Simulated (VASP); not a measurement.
Input of a VASP 6.6.1 run:

INCAR

```
PREC = Accurate
ENCUT = 520
EDIFF = 1E-6
ISMEAR = -1
SIGMA = 0.05
LREAL = False
LASPH = True
NELM = 80
ALGO = Normal
ISIF = 2
LWAVE = False
LCHARG = False
GGA = PE
NBANDS = 33
```

KPOINTS

```
Automatic mesh
0
Gamma
  7 7 10
```

File POSCAR:

```
TiO2
1.0
    4.6244247277      0.0000000000      0.0000000000
    0.0000000000      4.6244247277      0.0000000000
    0.0000000000      0.0000000000      2.9785965976
Ti O
2 4
Direct
    0.0000000000      0.0000000000      0.0000000000
    0.5000000000      0.5000000000      0.5000000000
    0.3060000000      0.3060000000      0.0000000000
    0.1940000000      0.8060000000      0.5000000000
    0.6940000000      0.6940000000      0.0000000000
    0.8060000000      0.1940000000      0.5000000000
```

Potentials or basis: VASP PAW PBE potentials, release 64 (Ti_sv, O).

Run with:

```bash
$ cat potpaw_PBE.64/Ti_sv/POTCAR potpaw_PBE.64/O/POTCAR > POTCAR
$ mpirun -np 1 vasp_std > vasp.out
```

Question: Estimate the largest force.

Answer: 0.155 eV/Å.

Question: Estimate the band gap on the k mesh.

Answer: 1.86 eV.

Stress tensor (GPa, compression positive):
```
1.87 0.00 0.00
0.00 1.87 0.00
0.00 0.00 0.09
```

Caveat: an odd mesh through Γ misses points on the zone boundary, where band edges can lie.
